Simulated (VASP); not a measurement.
Ba: single point with PBEsol

The system is Ba.

```
CELL_PARAMETERS angstrom
3.93249 0.24578 0.24578
0.24578 3.93249 0.24578
0.24578 0.24578 3.93249
ATOMIC_POSITIONS crystal
Ba 0.00000 0.00000 0.00000
```

This cell differs from its parent crystal: ratio of the length along [111] to the lengths across it x 1.2, volume and fractional coordinates fixed.

| Quantity | Value |
| --- | --- |
| Program | VASP 6.6.1 |
| Task | single point |
| Functional | PBEsol |
| Potentials or basis | VASP PAW PBE potentials, release 64 (Ba_sv) |
| Cutoff | 520 eV |
| k mesh | 14 × 14 × 14 |
| Occupations | gaussian, width 0.15 eV |
| Spin | no spin polarisation |
| Dipole correction | no |
| Further INCAR settings | ALGO = Fast; EDIFF = 1e-06; NBANDS = 11 |

The pressure is -0.3 GPa and the band gap on the k mesh is zero (band 5 reaches 1.66 eV, above the bottom of band 6 at 1.58 eV).

Stress tensor (GPa, compression positive):
```
-0.32  0.48  0.48
 0.48 -0.32  0.48
 0.48  0.48 -0.32
```

Levels at points of the mesh, in eV from the Fermi level:
| k point | band 3 | band 4 | band 5 | band 6 | band 7 | band 8 |
| --- | --- | --- | --- | --- | --- | --- |
| (0.00, 0.00, 0.00) | -13.89 | -13.84 | -2.65 | 0.14 | 0.14 | 4.67 |
| (0.50, 0.00, 0.00) | -13.83 | -13.80 | -0.80 | 0.58 | 0.87 | 2.84 |
| (0.50, 0.50, 0.00) | -14.42 | -13.76 | -0.99 | 0.43 | 2.92 | 3.26 |
| (0.50, 0.50, 0.50) | -14.32 | -14.32 | -0.57 | 0.32 | 0.32 | 3.82 |

It took 68 s on 1 thread of AMD EPYC 9R45 96-Core Processor (Zen 5), on a shared host, peak memory 0.28 GiB.

Caveat: the PAW data sets were made with another functional, which shifts forces and pressure a little; spin-orbit coupling is left out, which moves the levels of the heavy elements.
